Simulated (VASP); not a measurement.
A run of VASP 6.6.1:

File INCAR:

```
ALGO     = Normal         # electronic algorithm
EDIFF    = 1E-7           # SCF threshold, eV
ENCUT    = 520            # plane-wave cutoff, eV
GGA      = CA             # functional
ISIF     = 2              # what is computed and relaxed
ISMEAR   = -1             # smearing method
LASPH    = True           # aspherical terms in the spheres
LCHARG   = True           # write CHGCAR
LELF     = True           # ELF
LREAL    = False          # projectors in reciprocal space
LVHAR    = True         
LWAVE    = False          # write WAVECAR
NBANDS   = 18             # bands
NELM     = 60             # most SCF steps
PREC     = Accurate       # precision mode
SIGMA    = 0.1            # smearing width, eV
```

The input KPOINTS:

```
k-points
0
Gamma
  14 14 8
```

The input POSCAR:

```
Ag
1.0
    2.7990328538      0.0000000000      0.0000000000
   -1.3995164269      2.4240335574      0.0000000000
    0.0000000000      0.0000000000      4.5459657798
Ag
2
Direct
    0.3333333333      0.6666666667      0.2500000000
    0.6666666667      0.3333333333      0.7500000000
```

Potentials or basis: VASP PAW LDA potentials, release 64 (Ag).

The run is started by

```bash
$ cat potpaw_LDA.64/Ag/POTCAR > POTCAR
$ mpirun -np 1 vasp_std > vasp.out
```

Hardware: 1 thread of Intel(R) Xeon(R) Platinum 8488C (Sapphire Rapids), on a shared host.

Question: How long does it take, and how much memory?

Answer: Wall time 30 s on 1 thread of Intel(R) Xeon(R) Platinum 8488C (Sapphire Rapids), on a shared host, peak memory 0.17 GiB. Counts: scf iterations 11, k points 120.
